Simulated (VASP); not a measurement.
# Hg (R-3m) in VASP: a series of runs, part 2 of 2

VASP 6.6.1. Earlier steps stand in the parts before.

## 3. Single point, PBE (28.37 Å³/atom)

This run uses another cell than the first one, of 28.37 Å³/atom.

Contents of INCAR:

```
SYSTEM = Hg
PREC = Accurate ; ENCUT = 520
EDIFF = 1E-6 ; ISMEAR = -1
SIGMA = 0.1 ; LREAL = .FALSE.
LASPH = .TRUE. ; NELM = 60
ALGO = Normal ; ISIF = 2
LWAVE = .FALSE. ; LCHARG = .TRUE.
GGA = PE ; LELF = .TRUE.
LVHAR = .TRUE. ; NBANDS = 12
```

Contents of KPOINTS:

```
Automatic mesh
0
G
  17 17 17
  0 0 0
```

Contents of POSCAR:

```
Hg
1.0
    2.0503096100      1.1837468053      1.9480496510
   -2.0503096100      1.1837468053      1.9480496510
    0.0000000000     -2.3674936106      1.9480496510
Hg
1
Direct
    0.0000000000      1.0000000000      0.0000000000
```

Potentials or basis: VASP PAW PBE potentials, release 64 (Hg).

Launch:

```sh
cat potpaw_PBE.64/Hg/POTCAR > POTCAR
mpirun -np 1 vasp_std > vasp.out
```

It took 64 s on 1 thread of AMD EPYC 9R45 (Zen 5), shared host; peak memory 0.24 GiB.

The run converged. Its results:

* Free energy: -0.1647 eV
* Pressure: 0.9 GPa
* Band gap on the k mesh: zero (bands 6 and 7 overlap by 3.97 eV)

Stress tensor (GPa, compression positive):
```
0.83 0.00 0.00
0.00 0.83 0.00
0.00 0.00 1.01
```

Levels at points of the mesh, in eV from the Fermi level:
| k point | band 3 | band 4 | band 5 | band 6 | band 7 | band 8 | band 9 | band 10 |
| --- | --- | --- | --- | --- | --- | --- | --- | --- |
| (0.00, 0.00, 0.00) | -7.70 | -5.94 | -5.94 | -5.90 | 9.88 | 9.88 | 10.06 | 13.29 |

Caveat: spin-orbit coupling is left out, which moves the levels of the heavy elements.

## 4. Single point, PBE

This run uses another cell than the first one, of 29.55 Å³/atom.

Contents of INCAR:

```
ALGO = Normal
EDIFF = 1E-6
ENCUT = 520
GGA = PE
ISIF = 2
ISMEAR = -1
LASPH = True
LCHARG = True
LELF = True
LREAL = False
LVHAR = True
LWAVE = False
NBANDS = 12
NELM = 60
PREC = Accurate
SIGMA = 0.1
```

Contents of KPOINTS:

```
k-points
0
Gamma
  17 17 17
```

Contents of POSCAR:

```
Hg
1.0
    2.0783995336      1.1999645302      1.9747385792
   -2.0783995336      1.1999645302      1.9747385792
    0.0000000000     -2.3999290604      1.9747385791
Hg
1
Direct
    0.0000000000      1.0000000000      0.0000000000
```

Launch:

```sh
cat potpaw_PBE.64/Hg/POTCAR > POTCAR
mpirun -np 1 vasp_std > vasp.out
```

Wall time 63 s (1 thread of AMD EPYC 9R45 (Zen 5), shared host); peak memory 0.24 GiB.

The run converged. Its results:

* Free energy: -0.1691 eV
* Pressure: 0.2 GPa
* Band gap on the k mesh: zero (bands 6 and 7 overlap by 3.72 eV)

Levels at points of the mesh, in eV from the Fermi level:
```
           k point  band 3  band 4  band 5  band 6  band 7  band 8  band 9  band 10
(0.00, 0.00, 0.00)   -7.53   -5.90   -5.90   -5.86    9.66    9.66    9.88    12.95
```

Caveat: spin-orbit coupling is left out, which moves the levels of the heavy elements.

## 5. Single point, PBE (29.55 Å³/atom)

This run uses another cell than the first one, of 29.55 Å³/atom.

Contents of INCAR:

```
SYSTEM = Hg
PREC = Accurate ; ENCUT = 520
EDIFF = 1E-6 ; ISMEAR = -1
SIGMA = 0.1 ; LREAL = .False.
LASPH = .True. ; NELM = 100
ALGO = Normal ; ISIF = 2
LWAVE = .False. ; LCHARG = .False.
GGA = PE ; NBANDS = 12
```

Contents of KPOINTS:

```
regular mesh
0
Gamma
  17 17 17
  0 0 0
```

POSCAR is that of step 4.

Potentials or basis: VASP PAW PBE potentials, release 64 (Hg).

Launch:

```sh
cat potpaw_PBE.64/Hg/POTCAR > POTCAR
mpirun -np 1 vasp_std > vasp.out
```

OUTCAR:

```text
SYSTEM = Hg
   PREC = Accurate
   ENCUT = 520
   EDIFF = 1E-6
   ISMEAR = -1
   LREAL = .False.
   LASPH = .True.
   NELM = 100
   ISIF = 2
   GGA = PE

 ion  position               nearest neighbor table
   1  0.000  0.000  0.000-

  LATTYP: Found a trigonal (rhomboedric) cell.
 ALAT       =     3.1079337109
 COS(alpha) =     0.1055736732

  Lattice vectors:

 A1 = (   2.0783995336,   1.1999645302,   1.9747385792)
 A2 = (  -2.0783995336,   1.1999645302,   1.9747385792)
 A3 = (   0.0000000000,  -2.3999290604,   1.9747385791)

[... 529 lines left out ...]
      5      -4.6345      2.00000
      6      -4.5802      2.00000
      7       8.7107      0.00000
      8      10.3832      0.00000
      9      11.4784      0.00000
     10      15.3403      0.00000
     11      16.6417      0.00000
     12      18.0833      0.00000

 [... further k-points ...]
[... 5 lines left out ...]
  --------------------------------------------------------------------------------------
  -------------------------------------------------------------------------------------
  Total        0.0343549      0.0343549      0.0389623      0.0000000      0.0000000      0.0000000
  in kB        1.8626940      1.8626940      2.1125030      0.0000000      0.0000000      0.0000000
  external PRESSURE =       1.9459637 kB  Pullay stress =       0.0000000 kB

 VOLUME and BASIS-vectors are now :
 -----------------------------------------------------------------------------
  energy-cutoff  :      520.00
  volume of cell :       29.55
      direct lattice vectors                 reciprocal lattice vectors
     2.078399534  1.199964530  1.974738579     0.240569723  0.138892994  0.168798714
    -2.078399534  1.199964530  1.974738579    -0.240569723  0.138892994  0.168798714
     0.000000000 -2.399929060  1.974738579     0.000000000 -0.277785989  0.168798714

 POSITION                                       TOTAL-FORCE (eV/Angst)
 -----------------------------------------------------------------------------------
      0.00000      0.00000      0.00000         0.000000      0.000000      0.000000
 -----------------------------------------------------------------------------------
    total drift:                                0.000000      0.000000      0.000000

  FREE ENERGIE OF THE ION-ELECTRON SYSTEM (eV)
  ---------------------------------------------------
  free  energy   TOTEN  =        -0.1690914304 eV

  energy  without entropy=       -0.1581969770  energy(sigma->0) =       -0.16364420
```

OSZICAR:

```text
N       E                     dE             d eps       ncg     rms          rms(c)
DAV:   1     0.724466473993E+02    0.72447E+02   -0.63502E+03 12280   0.928E+02
DAV:   2     0.113737964492E+01   -0.71309E+02   -0.66972E+02 12792   0.220E+02
DAV:   3    -0.193220040665E+00   -0.13306E+01   -0.13298E+01 13976   0.337E+01
DAV:   4    -0.194755412327E+00   -0.15354E-02   -0.15353E-02 12804   0.122E+00
DAV:   5    -0.194758297778E+00   -0.28855E-05   -0.28854E-05 13792   0.490E-02    0.237E+00
DAV:   6    -0.170437102343E+00    0.24321E-01   -0.63781E-02 13844   0.277E+00    0.189E+00
DAV:   7    -0.168969947339E+00    0.14672E-02   -0.78471E-03 13748   0.819E-01    0.920E-01
DAV:   8    -0.169058362732E+00   -0.88415E-04   -0.82853E-04 12496   0.339E-01    0.297E-02
DAV:   9    -0.169084251584E+00   -0.25889E-04   -0.15015E-05 13084   0.342E-02    0.905E-03
DAV:  10    -0.169091494428E+00   -0.72428E-05   -0.81235E-06 12108   0.268E-02    0.123E-03
DAV:  11    -0.169091430408E+00    0.64020E-07   -0.11708E-07  8956   0.235E-03
   1 F= -.16909143E+00 E0= -.16364420E+00  d E =-.108945E-01
```

stdout:

```text
POSCAR found type information on POSCAR Hg
 POSCAR found :  1 types and       1 ions
 scaLAPACK will be used
 LDA part: xc-table for (Slater+PW92), standard interpolation
 POSCAR, INCAR and KPOINTS ok, starting setup
 FFT: planning ... GRIDC
 FFT: planning ... GRID_SOFT
 FFT: planning ... GRID
 WAVECAR not read
 entering main loop
```

Run time: 59 s. Hardware: 1 thread of AMD EPYC 9R45 (Zen 5), shared host; peak memory 0.24 GiB.

What came out:

```yaml
Free_energy: -0.1691 eV
Pressure: 0.2 GPa
Band_gap_on_the_k_mesh: zero (bands 6 and 7 overlap by 3.72 eV)
```

Levels at points of the mesh, in eV from the Fermi level:
| k point | band 3 | band 4 | band 5 | band 6 | band 7 | band 8 | band 9 | band 10 |
| --- | --- | --- | --- | --- | --- | --- | --- | --- |
| (0.00, 0.00, 0.00) | -7.53 | -5.90 | -5.90 | -5.86 | 9.66 | 9.66 | 9.88 | 12.95 |

Caveat: spin-orbit coupling is left out, which moves the levels of the heavy elements.

## 6. Single point, PBE (30.73 Å³/atom)

This run uses another cell than the first one, of 30.73 Å³/atom.

Contents of INCAR:

```
SYSTEM = Hg
ALGO = Normal
EDIFF = 1E-7
ENCUT = 520
GGA = PE
ISIF = 2
ISMEAR = -1
LASPH = .TRUE.
LCHARG = .FALSE.
LREAL = .FALSE.
LWAVE = .FALSE.
NBANDS = 12
NELM = 100
PREC = Accurate
SIGMA = 0.1
```

Contents of KPOINTS:

```
k-points
0
G
  17 17 17
  0 0 0
```

Contents of POSCAR:

```
Hg
1.0
    2.1057500324      1.2157553480      2.0007249616
   -2.1057500324      1.2157553480      2.0007249616
    0.0000000000     -2.4315106961      2.0007249615
Hg
1
Direct
    0.0000000000      1.0000000000      0.0000000000
```

Potentials or basis: VASP PAW PBE potentials, release 64 (Hg).

Launch:

```sh
cat potpaw_PBE.64/Hg/POTCAR > POTCAR
mpirun -np 1 vasp_std > vasp.out
```

Run time: 60 s. Hardware: 1 thread of AMD EPYC 9R45 (Zen 5), shared host; peak memory 0.25 GiB.

The run converged. Its results:

```yaml
Free_energy: -0.1694 eV
Pressure: -0.2 GPa
Band_gap_on_the_k_mesh: zero (bands 6 and 7 overlap by 3.42 eV)
```

Levels at points of the mesh, in eV from the Fermi level:
```tsv
k point	band 2	band 3	band 4	band 5	band 6	band 7	band 8	band 9	band 10	band 11
(0.00, 0.00, 0.00)	-7.37	-7.37	-5.87	-5.87	-5.82	9.45	9.45	9.71	12.62	14.36
```

Caveat: spin-orbit coupling is left out, which moves the levels of the heavy elements.

## 7. Overview

```csv
cell,gap on the mesh (eV),pressure (GPa)
"a = 3.023 Å, angles 83.9°, 1 atom",none,2.0
"a = 3.066 Å, angles 83.9°, 1 atom",none,0.9
"a = 3.108 Å, angles 83.9°, 1 atom",none,0.2
"a = 3.149 Å, angles 83.9°, 1 atom",none,-0.2
```

Alike in all rows: task single point; level PBE; potentials or basis VASP PAW PBE potentials, release 64 (Hg); no spin polarisation; k mesh 17 × 17 × 17; cutoff (eV) 520; smearing fermi-dirac 0.1 eV.

Caveats: spin-orbit coupling is left out, which moves the levels of the heavy elements.

Absolute energies hang on the potentials; compare differences alone.
